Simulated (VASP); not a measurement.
Runs of VASP 6.6.1 on SiO2. The structure is that of space group I4/mmm (No. 139), or close to it. The cells are those of the table. 

| level | potentials or basis | cell | k mesh | gap on the mesh (eV) | pressure (GPa) | largest force (eV/Å) |
| --- | --- | --- | --- | --- | --- | --- |
| LDA | VASP PAW LDA potentials, release 64 (Si, O) | a = 6.819 Å, angles 98.4, 98.4, 135.0°, 12 atoms | 6 × 6 × 6 | 5.34 | 0.4 | 0.03 |
| BLYP | VASP PAW PBE potentials, release 64 (Si, O) | a = 6.912 Å, angles 98.4, 98.4, 135.1°, 12 atoms | 6 × 6 × 6 | 5.37 | 0.6 | 0.02 |
| RPBE | VASP PAW PBE potentials, release 64 (Si, O) | a = 6.929 Å, angles 98.4, 98.4, 135.0°, 12 atoms | 6 × 6 × 6 | 5.31 | -0.3 | 0.03 |
| PBE | VASP PAW PBE potentials, release 64 (Si, O) | a = 6.895 Å, angles 98.4, 98.4, 135.0°, 12 atoms | 6 × 6 × 6 | 5.36 | 0.0 | 0.03 |
| PBE | VASP PAW PBE potentials, release 64 (Si, O) | a = 6.842 Å, angles 98.4, 98.4, 135.1°, 12 atoms | 3 × 3 × 3 | (a) | 3.7 | 0.20 |
| PBE+D3(BJ) | VASP PAW PBE potentials, release 64 (Si, O) | a = 6.877 Å, angles 98.4, 98.4, 135.0°, 12 atoms | 6 × 6 × 6 | 5.38 | 0.0 | 0.03 |
| PBE | VASP PAW PBE potentials, release 64 (Si, O) | a = 6.842 Å, angles 98.4, 98.4, 135.1°, 12 atoms | 6 × 6 × 6 | 5.45 | 3.7 | 0.20 |
| r2SCAN+D3(BJ) | VASP PAW PBE potentials, release 64 (Si, O) | a = 6.831 Å, angles 98.4, 98.4, 135.0°, 12 atoms | 6 × 6 × 6 | 6.07 | (b) | 0.03 |

Alike in all rows: task single point; no spin polarisation; cutoff (eV) 520; smearing fermi-dirac 0.05 eV.

Q: Fill in the values left out.

A: (a) 5.46; (b) 0.1.

Caveats: some runs use coarse meshes; the PAW data sets were made with another functional, which shifts forces and pressure a little (some runs).

A k mesh can miss the band edges.
